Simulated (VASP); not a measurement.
# BN (P6_3/mmc) in VASP: further runs

Runs on BN. Level: r2SCAN. Tasks: single point.

Everything below comes from runs of VASP 6.6.1. Logs are shortened: lines on timing, memory, paths and dates and some standing lists are left out, and cuts for length are marked.

## Step 1: The cell of the first run

It takes space group P6_3/mmc (No. 194, hexagonal). The conventional cell has a = 2.475 Å, b = 2.475 Å, c = 5.584 Å, α = 90.00°, β = 90.00°, γ = 120.00°. Within 1.9 Å of B (site symmetry -6m2) lie 3 N at 1.43 Å. Within 1.9 Å of N (site symmetry -6m2) lie 3 B at 1.43 Å.

## Step 2: Single point, r2SCAN

Input file POSCAR:

```
BN
1.0
    2.4751828943      0.0000000000      0.0000000000
   -1.2375914471      2.1435712654      0.0000000000
    0.0000000000      0.0000000000      5.5838557470
B N
2 2
Direct
    0.3333333333      0.6666666667      0.2500000000
    0.6666666667      0.3333333333      0.7500000000
    0.3333333333      0.6666666667      0.7500000000
    0.6666666667      0.3333333333      0.2500000000
```

Input file INCAR.step1:

```
PREC = Accurate ; ENCUT = 520
ISMEAR = 0 ; SIGMA = 0.01
LREAL = F ; LASPH = T
NELM = 60 ; NBANDS = 16
GGA = PE ; ALGO = Normal
EDIFF = 1E-4 ; LWAVE = T
LCHARG = F
```

Input file INCAR.step2:

```
PREC = Accurate ; ENCUT = 520
EDIFF = 1E-6 ; ISMEAR = 0
SIGMA = 0.01 ; LREAL = F
LASPH = T ; NELM = 60
ALGO = Normal ; ISIF = 2
LWAVE = F ; LCHARG = F
METAGGA = R2SCAN ; LMIXTAU = T
NBANDS = 16 ; ISTART = 1
```

Input file KPOINTS:

```
Automatic mesh
0
Gamma
  10 10 4
```

Potentials or basis: VASP PAW PBE potentials, release 64 (B, N).

Run with:

```console
$ cat potpaw_PBE.64/B/POTCAR potpaw_PBE.64/N/POTCAR > POTCAR
$ cp INCAR.step1 INCAR
$ mpirun -np 1 vasp_std > vasp.out
$ cp INCAR.step2 INCAR
$ mpirun -np 1 vasp_std > vasp.out
```

OUTCAR:

```text
PREC = Accurate
   ENCUT = 520
   EDIFF = 1E-6
   ISMEAR = 0
   LREAL = F
   LASPH = T
   NELM = 60
   ISIF = 2
   METAGGA = R2SCAN
   ISTART = 1

 ion  position               nearest neighbor table
   1  0.333  0.667  0.250-   4 1.43   4 1.43   4 1.43
   2  0.667  0.333  0.750-   3 1.43   3 1.43   3 1.43
   3  0.333  0.667  0.750-   2 1.43   2 1.43   2 1.43
   4  0.667  0.333  0.250-   1 1.43   1 1.43   1 1.43

  LATTYP: Found a hexagonal cell.
 ALAT       =     2.4751828943
 C/A-ratio  =     2.2559366259

  Lattice vectors:

 A1 = (   2.4751828943,   0.0000000000,   0.0000000000)
 A2 = (  -1.2375914471,   2.1435712654,   0.0000000000)
 A3 = (   0.0000000000,   0.0000000000,   5.5838557470)

Analysis of symmetry for initial positions (statically):
=====================================================================
 Subroutine PRICEL returns:
 Original cell was already a primitive cell.

 Routine SETGRP: Setting up the symmetry group for a
 hexagonal supercell.

 Subroutine GETGRP returns: Found 24 space group operations
 (whereof 12 operations were pure point group operations)
 out of a pool of 24 trial point group operations.

The static configuration has the point symmetry D_3d.
 The point group associated with its full space group is D_6h.

Analysis of symmetry for dynamics (positions and initial velocities):
=====================================================================
 Subroutine PRICEL returns:
 Original cell was already a primitive cell.

 Routine SETGRP: Setting up the symmetry group for a
 hexagonal supercell.

 Subroutine GETGRP returns: Found 24 space group operations
 (whereof 12 operations were pure point group operations)
 out of a pool of 24 trial point group operations.

The dynamic configuration has the point symmetry D_3d.
 The point group associated with its full space group is D_6h.

 Subroutine INISYM returns: Found 24 space group operations
 (whereof 12 operations are pure point group operations),
 and found     1 'primitive' translations

----------------------------------------------------------------------------------------

                                     Primitive cell

  volume of cell :      29.6264

  direct lattice vectors                    reciprocal lattice vectors
     2.475182894  0.000000000  0.000000000     0.404010549  0.233255599  0.000000000
    -1.237591447  2.143571265  0.000000000     0.000000000  0.466511198  0.000000000
     0.000000000  0.000000000  5.583855747     0.000000000  0.000000000  0.179087721

  length of vectors
     2.475182894  2.475182894  5.583855747     0.466511198  0.466511198  0.179087721

  position of ions in fractional coordinates (direct lattice)
     0.333333333  0.666666667  0.250000000
     0.666666667  0.333333333  0.750000000
     0.333333333  0.666666667  0.750000000
     0.666666667  0.333333333  0.250000000

  ion indices of the primitive-cell ions
   primitive index   ion index
                 1           1
                 2           2
                 3           3
                 4           4

----------------------------------------------------------------------------------------

 KPOINTS: Automatic mesh

Automatic generation of k-mesh.
 Grid dimensions read from file:
 generate k-points for:   10   10    4

 Generating k-lattice:

  Cartesian coordinates                     Fractional coordinates (reciprocal lattice)
     0.040401055  0.023325560  0.000000000     0.100000000  0.000000000  0.000000000
     0.000000000  0.046651120  0.000000000     0.000000000  0.100000000  0.000000000
     0.000000000  0.000000000  0.044771930     0.000000000  0.000000000  0.250000000

  Length of vectors
     0.046651120  0.046651120  0.044771930

  Shift w.r.t. Gamma in fractional coordinates (k-lattice)
     0.000000000  0.000000000  0.000000000

 Subroutine IBZKPT returns following result:
 ===========================================

 Found     42 irreducible k-points:

 Following reciprocal coordinates:
            Coordinates               Weight
  0.000000  0.000000  0.000000      1.000000
  0.100000  0.000000  0.000000      6.000000
  0.200000  0.000000  0.000000      6.000000
  0.300000 -0.000000  0.000000      6.000000
  0.400000 -0.000000  0.000000      6.000000
  0.500000 -0.000000  0.000000      3.000000
[... 16 lines left out ...]
  0.300000  0.100000  0.250000     24.000000
  0.400000  0.100000  0.250000     24.000000
 [... further k-points ...]
   k-points           NKPTS =     42   k-points in BZ     NKDIM =     42   number of bands    NBANDS=     16
   number of dos      NEDOS =    301   number of ions     NIONS =      4
   total plane-waves  NPLWV =  13608
   dimension x,y,z NGX =    18 NGY =   18 NGZ =   42
   dimension x,y,z NGXF=    36 NGYF=   36 NGZF=   84
   ions per type =               2   2
   NGX,Y,Z   is equivalent  to a cutoff of  12.09, 12.09, 12.50 a.u.
   NGXF,Y,Z  is equivalent  to a cutoff of  24.18, 24.18, 25.01 a.u.
 SYSTEM =  unknown system
   PREC   = accura    normal or accurate (medium, high low for compatibility)
   ISTART =      1    job   : 0-new  1-cont  2-samecut
   ICHARG =      0    charge: 1-file 2-atom 10-const
   ISPIN  =      1    spin polarized calculation?
   LNONCOLLINEAR =      F non collinear calculations
   LSORBIT =      F    spin-orbit coupling
   LASPH  =      T    aspherical Exc in radial PAW
   ENCUT  =  520.0 eV  38.22 Ry    6.18 a.u.   4.60  4.60 10.38*2*pi/ulx,y,z
   NELM   =     60;   NELMIN=  2; NELMDL=  0     # of ELM steps
   EDIFF  = 0.1E-05   stopping-criterion for ELM
   LREAL  =      F    real-space projection
   EDIFFG = 0.1E-04   stopping-criterion for IOM
   NSW    =      0    number of steps for IOM
   IBRION =     -1    ionic relax: 0-MD 1-quasi-New 2-CG
   NFREE  =      0    steps in history (QN), initial steepest desc. (CG)
   ISIF   =      2    stress and relaxation
   ISYM   =      2    0-nonsym 1-usesym 2-fastsym
   POTIM  = 0.5000    time-step for ionic-motion
   TEBEG  =    0.0;   TEEND  =   0.0 temperature during run
   PSTRESS=    0.0 pullay stress
   NELECT =      16.0000    total number of electrons
   NUPDOWN=      -1.0000    fix difference up-down
   EMIN   =  10.00;   EMAX   =-10.00  energy-range for DOS
   EFERMI =   0.00;   METHOD = LEGACY
   ISMEAR =     0;   SIGMA  =   0.01  broadening in eV -4-tet -1-fermi 0-gaus
   EFERMI_NEDOS =   21; number of points for ismear=-14 and -15
   IALGO  =     38    algorithm
   IMIX   =      4    mixing-type and parameters
     AMIX     =   0.40;   BMIX     =  1.00
     AMIX_MAG =   1.60;   BMIX_MAG =  1.00
  volume/ion in A,a.u.               =       7.41        49.98
  Fermi-wavevector in a.u.,A,eV,Ry     =   1.333179  2.519342 24.182524  1.777365
  Thomas-Fermi vector in A             =   2.462057
   LORBIT       =      0    0 simple, 1 ext, 2 COOP (PROOUT), +10 PAW based schemes
   METAGGA = R2SCAN    functional components
   LHFCALC =     F    Hartree Fock is set to
   AEXX    =    0.0000 exact exchange contribution
   IVDW    =     0    specifies the selected vdW correction
   LEPSILON=     F    determine dielectric tensor
   LRPA    =     F    only Hartree local field effects (RPA)
 non-spin polarized calculation
 Gauss-broadening in eV      SIGMA  =   0.01
  energy-cutoff  :      520.00
  volume of cell :       29.63
 maximum number of plane-waves:       822
   NGX =  9   NGY =  9   NGZ = 21

 number of electron      15.9999995 magnetization

 Free energy of the ion-electron system (eV)
  ---------------------------------------------------
  ext. energy  EPLUGINS =         0.00000000
  ---------------------------------------------------
  free energy    TOTEN  =       -38.34331311 eV

  energy without entropy =      -38.34331311  energy(sigma->0) =      -38.34331311

 E-fermi :   3.9488     XC(G=0): -11.9879

 val. band max:        3.8796707253   @ k =   0.3000   0.2000   0.0000
 cond. band min:       8.6019201806   @ k =   0.5000  -0.0000   0.2500
 fundamental gap:      4.7222494554
 Fermi energy:         3.9487795501

 k-point     1 :       0.0000    0.0000    0.0000
  band No.  band energies     occupation
      1     -15.6054      2.00000
      2     -14.6482      2.00000
      3      -3.7762      2.00000
      4       0.8326      2.00000
      5       2.3743      2.00000
      6       2.3743      2.00000
[... 8 lines left out ...]
     15      17.9858      0.00000
     16      18.4305      0.00000

 k-point     2 :       0.1000    0.0000    0.0000
  band No.  band energies     occupation
      1     -15.3913      2.00000
      2     -14.4519      2.00000
      3      -3.4869      2.00000
      4       1.0708      2.00000
      5       1.5158      2.00000
      6       1.7227      2.00000
[... 8 lines left out ...]
     15      17.5060      0.00000
     16      18.6386      0.00000

 k-point     3 :       0.2000    0.0000    0.0000
  band No.  band energies     occupation
      1     -14.7648      2.00000
      2     -13.8822      2.00000
      3      -2.6336      2.00000
      4      -0.5351      2.00000
      5      -0.2581      2.00000
      6       1.0628      2.00000
[... 8 lines left out ...]
     15      19.9038      0.00000
     16      20.0868      0.00000

 k-point     4 :       0.3000   -0.0000    0.0000
  band No.  band energies     occupation
      1     -13.7894      2.00000
      2     -13.0183      2.00000
      3      -2.9151      2.00000
      4      -2.5671      2.00000
      5      -1.2745      2.00000
      6       0.1480      2.00000
[... 8 lines left out ...]
     15      22.3182      0.00000
     16      22.7739      0.00000

 k-point     5 :       0.4000   -0.0000    0.0000
  band No.  band energies     occupation
      1     -12.6567      2.00000
      2     -12.1056      2.00000
      3      -4.9164      2.00000
      4      -4.5808      2.00000
      5      -0.4846      2.00000
      6      -0.2010      2.00000
[... 8 lines left out ...]
     15      21.2023      0.00000
     16      25.9931      0.00000

 k-point     6 :       0.5000   -0.0000    0.0000
  band No.  band energies     occupation
      1     -11.9838      2.00000
      2     -11.7246      2.00000
      3      -5.7289      2.00000
      4      -5.5157      2.00000
      5      -0.7070      2.00000
      6      -0.4190      2.00000
[... 8 lines left out ...]
     15      20.8324      0.00000
     16      25.7350      0.00000
[... 267 lines left out ...]
 k-point    21 :       0.1000    0.1000    0.2500
  band No.  band energies     occupation
      1     -14.8548      2.00000
      2     -14.2200      2.00000
      3      -2.3929      2.00000
      4       0.2561      2.00000
      5       0.2704      2.00000
      6       0.8023      2.00000
[... 8 lines left out ...]
     15      18.8400      0.00000
     16      19.8784      0.00000

 k-point    22 :       0.2000    0.1000    0.2500
  band No.  band energies     occupation
      1     -14.0586      2.00000
      2     -13.4811      2.00000
      3      -1.8742      2.00000
      4      -1.6168      2.00000
      5      -1.1861      2.00000
      6       0.1271      2.00000
[... 8 lines left out ...]
     15      20.9324      0.00000
     16      21.4672      0.00000

 k-point    23 :       0.3000    0.1000    0.2500
  band No.  band energies     occupation
      1     -12.9985      2.00000
      2     -12.5303      2.00000
      3      -3.9293      2.00000
      4      -3.6930      2.00000
      5      -0.7511      2.00000
      6      -0.5442      2.00000
[... 8 lines left out ...]
     15      21.3787      0.00000
     16      23.4908      0.00000

 k-point    24 :       0.4000    0.1000    0.2500
  band No.  band energies     occupation
      1     -12.0251      2.00000
      2     -11.7673      2.00000
      3      -5.4012      2.00000
      4      -5.2090      2.00000
      5      -1.2064      2.00000
      6      -0.9877      2.00000
[... 8 lines left out ...]
     15      21.4678      0.00000
     16      25.4572      0.00000

 [... further k-points ...]

------------------------ aborting loop because EDIFF is reached ----------------------------------------

  FORCE on cell =-STRESS in cart. coord.  units (eV):
  Direction    XX          YY          ZZ          XY          YZ          ZX
  --------------------------------------------------------------------------------------
  -------------------------------------------------------------------------------------
  Total        2.9430728      2.9430728      2.7047794      0.0000000      0.0000000     -0.0000000
  in kB      159.1593584    159.1593583    146.2726124      0.0000000      0.0000000     -0.0000000
  external PRESSURE =     154.8637764 kB  Pullay stress =       0.0000000 kB

 VOLUME and BASIS-vectors are now :
 -----------------------------------------------------------------------------
  energy-cutoff  :      520.00
  volume of cell :       29.63
      direct lattice vectors                 reciprocal lattice vectors
     2.475182894  0.000000000  0.000000000     0.404010549  0.233255599  0.000000000
    -1.237591447  2.143571265  0.000000000     0.000000000  0.466511198  0.000000000
     0.000000000  0.000000000  5.583855747     0.000000000  0.000000000  0.179087721

 POSITION                                       TOTAL-FORCE (eV/Angst)
 -----------------------------------------------------------------------------------
     -0.00000      1.42905      1.39596         0.000000      0.000000      0.000000
      1.23759      0.71452      4.18789        -0.000000     -0.000000      0.000000
     -0.00000      1.42905      4.18789        -0.000000      0.000000      0.000000
      1.23759      0.71452      1.39596        -0.000000     -0.000000      0.000000
 -----------------------------------------------------------------------------------
    total drift:                               -0.000000      0.000000      0.000000

  FREE ENERGIE OF THE ION-ELECTRON SYSTEM (eV)
  ---------------------------------------------------
  free  energy   TOTEN  =       -38.3433131141 eV

  energy  without entropy=      -38.3433131141  energy(sigma->0) =      -38.34331311
```

It took 29 s on 1 thread of Intel Xeon 6975P-C (Granite Rapids), shared host; peak memory 0.14 GiB.

What came out:

```
Free energy            : -38.3433 eV
Pressure               : 15.5 GPa
Band gap on the k mesh : 4.72 eV (least direct gap 5.02 eV)
```

Caveat: the cell stands under pressure; the PAW data sets were made with another functional, which shifts forces and pressure a little. A k mesh can miss the band edges.

[end of part 1 of 3]
